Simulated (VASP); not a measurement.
# Si3Sn (P4/mmm) in VASP: density of states with PBE

Aim: the density of states of Si3Sn with PBE.

Everything below comes from runs of VASP 6.6.1. Logs are shortened: lines on timing, memory, paths and dates and some standing lists are left out, and cuts for length are marked.

**1. The cell of the first run**

Symmetry: P4/mmm, No. 123, tetragonal system. The conventional cell has a = 3.284 Å, b = 3.284 Å, c = 6.777 Å, α = 90.00°, β = 90.00°, γ = 90.00°. Si (site symmetry 4/mmm) has 12 Si at 2.64 to 3.28 Å and 2 Sn at 3.39 Å within 3.5 Å. Within 3.3 Å of Si (site symmetry 4mm) lie 9 Si at 2.52 to 3.28 Å and 4 Sn at 3.15 Å. Sn (site symmetry 4/mmm) has 10 Si at 3.15 to 3.39 Å and 4 Sn at 3.28 Å within 4.1 Å.

**2. Density of states, PBE**

Contents of POSCAR:

```
Si3Sn
1.0
    3.2840229575      0.0000000000      0.0000000000
    0.0000000000      3.2840229575      0.0000000000
    0.0000000000      0.0000000000      6.7770334865
Si Sn
3 1
Direct
    0.0000000000      0.0000000000      0.0000000000
    0.5000000000      0.5000000000      0.1861734216
    0.5000000000      0.5000000000      0.8138265784
    0.0000000000      0.0000000000      0.5000000000
```

Contents of INCAR.step1:

```
ALGO = Normal ; EDIFF = 1E-6
ENCUT = 520 ; GGA = PE
ISIF = 2 ; ISMEAR = 0
LASPH = T ; LCHARG = T
LREAL = F ; LWAVE = F
NBANDS = 21 ; NELM = 100
PREC = Accurate ; SIGMA = 0.1
```

Contents of KPOINTS.step1:

```
k-points
0
Gamma
  14 14 8
```

Contents of INCAR.step2:

```
ALGO = Normal ; EDIFF = 1E-6
ENCUT = 520 ; GGA = PE
ICHARG = 11 ; ISIF = 2
ISMEAR = -5 ; LASPH = T
LCHARG = F ; LORBIT = 11
LREAL = F ; LWAVE = F
NEDOS = 2001 ; NELM = 100
PREC = Accurate ; SIGMA = 0.1
```

Contents of KPOINTS.step2:

```
k-points
0
Gamma
  21 21 12
```

Potentials or basis: VASP PAW PBE potentials, release 64 (Si, Sn_d).

Run with:

```bash
cat potpaw_PBE.64/Si/POTCAR potpaw_PBE.64/Sn_d/POTCAR > POTCAR
cp INCAR.step1 INCAR
cp KPOINTS.step1 KPOINTS
mpirun -np 1 vasp_std > vasp.out
cp INCAR.step2 INCAR
cp KPOINTS.step2 KPOINTS
mpirun -np 1 vasp_std > vasp.out
```

OUTCAR:

```text
EDIFF = 1E-6
   ENCUT = 520
   GGA = PE
   ICHARG = 11
   ISIF = 2
   ISMEAR = -5
   LASPH = T
   LORBIT = 11
   LREAL = F
   NELM = 100
   PREC = Accurate

 ion  position               nearest neighbor table
   1  0.000  0.000  0.000-   2 2.64   3 2.64   2 2.64   3 2.64   2 2.64   3 2.64   2 2.64   3 2.64
                             4 3.39   4 3.39
   2  0.500  0.500  0.186-   3 2.52   1 2.64   1 2.64   1 2.64   1 2.64   4 3.15   4 3.15   4 3.15
                             4 3.15
   3  0.500  0.500  0.814-   2 2.52   1 2.64   1 2.64   1 2.64   1 2.64   4 3.15   4 3.15   4 3.15
                             4 3.15
   4  0.000  0.000  0.500-   2 3.15   3 3.15   2 3.15   3 3.15   2 3.15   3 3.15   2 3.15   3 3.15
                             1 3.39   1 3.39

  LATTYP: Found a simple tetragonal cell.
 ALAT       =     3.2840229575
 C/A-ratio  =     2.0636376707

  Lattice vectors:

 A1 = (   3.2840229575,   0.0000000000,   0.0000000000)
 A2 = (   0.0000000000,   3.2840229575,   0.0000000000)
 A3 = (   0.0000000000,   0.0000000000,   6.7770334865)

Analysis of symmetry for initial positions (statically):
=====================================================================
 Subroutine PRICEL returns:
 Original cell was already a primitive cell.

 Routine SETGRP: Setting up the symmetry group for a
 simple tetragonal supercell.

 Subroutine GETGRP returns: Found 16 space group operations
 (whereof 16 operations were pure point group operations)
 out of a pool of 16 trial point group operations.

The static configuration has the point symmetry D_4h.

Analysis of symmetry for dynamics (positions and initial velocities):
=====================================================================
 Subroutine PRICEL returns:
 Original cell was already a primitive cell.

 Routine SETGRP: Setting up the symmetry group for a
 simple tetragonal supercell.

 Subroutine GETGRP returns: Found 16 space group operations
 (whereof 16 operations were pure point group operations)
 out of a pool of 16 trial point group operations.

The dynamic configuration has the point symmetry D_4h.

 Subroutine INISYM returns: Found 16 space group operations
 (whereof 16 operations are pure point group operations),
 and found     1 'primitive' translations

----------------------------------------------------------------------------------------

                                     Primitive cell

  volume of cell :      73.0890

  direct lattice vectors                    reciprocal lattice vectors
     3.284022957  0.000000000  0.000000000     0.304504570  0.000000000  0.000000000
     0.000000000  3.284022957  0.000000000     0.000000000  0.304504570  0.000000000
     0.000000000  0.000000000  6.777033486     0.000000000  0.000000000  0.147557187

  length of vectors
     3.284022957  3.284022957  6.777033486     0.304504570  0.304504570  0.147557187

  position of ions in fractional coordinates (direct lattice)
     0.000000000  0.000000000  0.000000000
     0.500000000  0.500000000  0.186173422
     0.500000000  0.500000000  0.813826578
     0.000000000  0.000000000  0.500000000

  ion indices of the primitive-cell ions
   primitive index   ion index
                 1           1
                 2           2
                 3           3
                 4           4

----------------------------------------------------------------------------------------

 KPOINTS: k-points

Automatic generation of k-mesh.
 Grid dimensions read from file:
 generate k-points for:   21   21   12

 Generating k-lattice:

  Cartesian coordinates                     Fractional coordinates (reciprocal lattice)
     0.014500218  0.000000000  0.000000000     0.047619048  0.000000000  0.000000000
     0.000000000  0.014500218  0.000000000     0.000000000  0.047619048  0.000000000
     0.000000000  0.000000000  0.012296432     0.000000000  0.000000000  0.083333333

  Length of vectors
     0.014500218  0.014500218  0.012296432

  Shift w.r.t. Gamma in fractional coordinates (k-lattice)
     0.000000000  0.000000000  0.000000000

 TETIRR: Found   7926 inequivalent tetrahedra from    31752

 Subroutine IBZKPT returns following result:
 ===========================================

 Found    462 irreducible k-points:

 Following reciprocal coordinates:
            Coordinates               Weight
  0.000000  0.000000  0.000000      1.000000
  0.047619  0.000000  0.000000      4.000000
  0.095238  0.000000  0.000000      4.000000
  0.142857  0.000000  0.000000      4.000000
  0.190476  0.000000  0.000000      4.000000
  0.238095  0.000000  0.000000      4.000000
[... 16 lines left out ...]
  0.142857  0.095238  0.000000      8.000000
  0.190476  0.095238  0.000000      8.000000
 [... further k-points ...]
   k-points           NKPTS =    462   k-points in BZ     NKDIM =    462   number of bands    NBANDS=     17
   number of dos      NEDOS =   2001   number of ions     NIONS =      4
   total plane-waves  NPLWV =  28800
   dimension x,y,z NGX =    24 NGY =   24 NGZ =   50
   dimension x,y,z NGXF=    48 NGYF=   48 NGZF=  100
   ions per type =               3   1
   NGX,Y,Z   is equivalent  to a cutoff of  12.15, 12.15, 12.27 a.u.
   NGXF,Y,Z  is equivalent  to a cutoff of  24.30, 24.30, 24.53 a.u.
 SYSTEM =  unknown system
   PREC   = accura    normal or accurate (medium, high low for compatibility)
   ISTART =      0    job   : 0-new  1-cont  2-samecut
   ICHARG =     11    charge: 1-file 2-atom 10-const
   ISPIN  =      1    spin polarized calculation?
   LNONCOLLINEAR =      F non collinear calculations
   LSORBIT =      F    spin-orbit coupling
   LASPH  =      T    aspherical Exc in radial PAW
   ENCUT  =  520.0 eV  38.22 Ry    6.18 a.u.   6.11  6.11 12.60*2*pi/ulx,y,z
   NELM   =    100;   NELMIN=  2; NELMDL=  0     # of ELM steps
   EDIFF  = 0.1E-05   stopping-criterion for ELM
   LREAL  =      F    real-space projection
   EDIFFG = 0.1E-04   stopping-criterion for IOM
   NSW    =      0    number of steps for IOM
   IBRION =     -1    ionic relax: 0-MD 1-quasi-New 2-CG
   NFREE  =      0    steps in history (QN), initial steepest desc. (CG)
   ISIF   =      2    stress and relaxation
   ISYM   =      2    0-nonsym 1-usesym 2-fastsym
   POTIM  = 0.5000    time-step for ionic-motion
   TEBEG  =    0.0;   TEEND  =   0.0 temperature during run
   PSTRESS=    0.0 pullay stress
   NELECT =      26.0000    total number of electrons
   NUPDOWN=      -1.0000    fix difference up-down
   EMIN   =  10.00;   EMAX   =-10.00  energy-range for DOS
   EFERMI =   0.00;   METHOD = LEGACY
   ISMEAR =    -5;   SIGMA  =   0.10  broadening in eV -4-tet -1-fermi 0-gaus
   EFERMI_NEDOS =   21; number of points for ismear=-14 and -15
   IALGO  =     38    algorithm
   IMIX   =      4    mixing-type and parameters
     AMIX     =   0.40;   BMIX     =  1.00
     AMIX_MAG =   1.60;   BMIX_MAG =  1.00
  volume/ion in A,a.u.               =      18.27       123.31
  Fermi-wavevector in a.u.,A,eV,Ry     =   1.159975  2.192035 18.307209  1.345542
  Thomas-Fermi vector in A             =   2.296562
   LORBIT       =     11    0 simple, 1 ext, 2 COOP (PROOUT), +10 PAW based schemes
   GGA     = PE    functional components
   LHFCALC =     F    Hartree Fock is set to
   AEXX    =    0.0000 exact exchange contribution
   IVDW    =     0    specifies the selected vdW correction
   LEPSILON=     F    determine dielectric tensor
   LRPA    =     F    only Hartree local field effects (RPA)
 non-spin polarized calculation
 Fermi weights with tetrahedron method with Bloechl corrections
  energy-cutoff  :      520.00
  volume of cell :       73.09
 maximum number of plane-waves:      1994

 number of electron      25.9999992 magnetization

 Free energy of the ion-electron system (eV)
  ---------------------------------------------------
  ext. energy  EPLUGINS =         0.00000000
  ---------------------------------------------------
  free energy    TOTEN  =       -18.39439555 eV

  energy without entropy =      -18.39439555  energy(sigma->0) =      -18.39439555

 E-fermi :   8.8950     XC(G=0): -10.7466

 val. band max:        9.0871745925   @ k =   0.3333   0.0000   0.5000
 cond. band min:       8.7681373902   @ k =   0.3333   0.0476   0.4167
 fundamental gap:     -0.3190372023
 Fermi energy:         8.8950340214

 k-point     1 :       0.0000    0.0000    0.0000
  band No.  band energies     occupation
      1     -12.8399      2.00000
      2     -12.7632      2.00000
      3     -12.6771      2.00000
      4     -12.6771      2.00000
      5     -12.6326      2.00000
      6      -4.4979      2.00000
[... 9 lines left out ...]
     16      11.6648      0.00000
     17      12.6041      0.00000

 k-point     2 :       0.0476    0.0000    0.0000
  band No.  band energies     occupation
      1     -12.8370      2.00000
      2     -12.7620      2.00000
      3     -12.6787      2.00000
      4     -12.6770      2.00000
      5     -12.6339      2.00000
      6      -4.4673      2.00000
[... 9 lines left out ...]
     16      11.6888      0.00000
     17      12.2356      0.00000

 k-point     3 :       0.0952    0.0000    0.0000
  band No.  band energies     occupation
      1     -12.8291      2.00000
      2     -12.7578      2.00000
      3     -12.6834      2.00000
      4     -12.6766      2.00000
      5     -12.6375      2.00000
      6      -4.3757      2.00000
[... 392 lines left out ...]
 k-point    23 :       0.1429    0.0952    0.0000
  band No.  band energies     occupation
      1     -12.8044      2.00000
      2     -12.7471      2.00000
      3     -12.6901      2.00000
      4     -12.6820      2.00000
      5     -12.6483      2.00000
      6      -4.1012      2.00000
[... 9 lines left out ...]
     16      11.4307      0.00000
     17      11.8313      0.00000

 k-point    24 :       0.1905    0.0952    0.0000
  band No.  band energies     occupation
      1     -12.7921      2.00000
      2     -12.7352      2.00000
      3     -12.6993      2.00000
      4     -12.6812      2.00000
      5     -12.6557      2.00000
      6      -3.8881      2.00000
[... 9 lines left out ...]
     16      11.7711      0.00000
     17      12.0571      0.00000

 [... further k-points ...]
[... 5 lines left out ...]
  --------------------------------------------------------------------------------------
  -------------------------------------------------------------------------------------
  Total        0.0097582      0.0097582     -0.6810812      0.0000000      0.0000000      0.0000000
  in kB        0.2139076      0.2139076    -14.9299195      0.0000000      0.0000000      0.0000000
  external PRESSURE =      -4.8340347 kB  Pullay stress =       0.0000000 kB

 VOLUME and BASIS-vectors are now :
 -----------------------------------------------------------------------------
  energy-cutoff  :      520.00
  volume of cell :       73.09
      direct lattice vectors                 reciprocal lattice vectors
     3.284022957  0.000000000  0.000000000     0.304504570  0.000000000  0.000000000
     0.000000000  3.284022957  0.000000000     0.000000000  0.304504570  0.000000000
     0.000000000  0.000000000  6.777033486     0.000000000  0.000000000  0.147557187

 POSITION                                       TOTAL-FORCE (eV/Angst)
 -----------------------------------------------------------------------------------
      0.00000      0.00000      0.00000         0.000000     -0.000000      0.000000
      1.64201      1.64201      1.26170         0.000000     -0.000000     -0.140917
      1.64201      1.64201      5.51533         0.000000      0.000000      0.140917
      0.00000      0.00000      3.38852         0.000000     -0.000000      0.000000
 -----------------------------------------------------------------------------------
    total drift:                               -0.000000      0.000000      0.000000

  FREE ENERGIE OF THE ION-ELECTRON SYSTEM (eV)
  ---------------------------------------------------
  free  energy   TOTEN  =       -18.3943955464 eV

  energy  without entropy=      -18.3943955464  energy(sigma->0) =      -18.39439555

 total charge

# of ion       s       p       d       tot
------------------------------------------
    1        0.808   0.763   0.000   1.571
    2        0.849   0.712   0.000   1.561
    3        0.849   0.712   0.000   1.561
    4        1.296   0.839  10.002  12.137
--------------------------------------------------
tot          3.802   3.027  10.002  16.831
```

It took 3.6 min on 1 thread of AMD EPYC 9R45 (Zen 5), shared host; peak memory 0.58 GiB.

Results:

- Valence electrons inside the program's atomic spheres: Si 1.57, 1.56; Sn 12.14

Levels at points of the mesh, in eV from the Fermi level:
```tsv
k point	band 11	band 12	band 13	band 14	band 15	band 16
(0.00, 0.00, 0.00)	-0.66	-0.45	0.43	2.38	2.77	2.77
(0.00, 0.00, 0.50)	-1.14	0.00	1.66	1.66	2.29	2.46
```

Caveat: the bands computed are all filled at some k points, so no gap is given; spin-orbit coupling is left out, which moves the levels of the heavy elements.
